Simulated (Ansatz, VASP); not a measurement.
## One calculation of SnSe, two programs

INCAR

```
SYSTEM = SnSe
PREC = Accurate
ENCUT = 520
EDIFF = 1E-7
ISMEAR = -1
SIGMA = 0.02
LREAL = .False.
LASPH = .True.
NELM = 100
ALGO = Normal
ISIF = 2
LWAVE = .False.
LCHARG = .False.
GGA = PE
NBANDS = 17
```

File KPOINTS:

```
regular mesh
0
Gamma
  9 9 9
  0 0 0
```

Contents of POSCAR:

```
SnSe
1.0
    0.0000000000      2.9693193375      2.9693193375
    2.9693193375      0.0000000000      2.9693193375
    2.9693193375      2.9693193375      0.0000000000
Sn Se
1 1
Direct
    0.0000000000      0.0000000000      0.0000000000
    0.5000000000      0.5000000000      0.5000000000
```

Input for Ansatz:

```yaml
crystal:
  lattice:
    - [0.0, 2.9693193375, 2.9693193375]
    - [2.9693193375, 0.0, 2.9693193375]
    - [2.9693193375, 2.9693193375, 0.0]
  atoms:
    - { symbol: Sn, position: [0.0, 0.0, 0.0] }
    - { symbol: Se, position: [0.5, 0.5, 0.5] }
kpoints:
  mp_grid: { grid: [9, 9, 9] }
scf:
  occupations: { method: fermi_dirac, width: 0.02 }
hamiltonian:
  xc: pbe
  pseudopotentials: { kind: all_electron, lapw: { basis_error: 0.00025 } }
output:
  forces: true
  stress: true
  eigenvalues: true
```

Change from the starting cell: volume scaled by 0.96.

Alike in both runs: task single point; functional PBE; k mesh 9 × 9 × 9; occupations fermi-dirac, width 0.02 eV; no spin polarisation.

|  | VASP | Ansatz |
| --- | --- | --- |
| version | VASP 6.6.1 | Ansatz 0.2.0 |
| potentials or method | VASP PAW PBE potentials, release 64 (Sn_d, Se), cutoff 520 eV | all-electron LAPW, scalar-relativistic |

|  | VASP | Ansatz | Ansatz less VASP |
| --- | --- | --- | --- |
| pressure (GPa) | 3.4 | 3.4 | -0.02 |

Ansatz ran all-electron here, and VASP with PAW potentials.
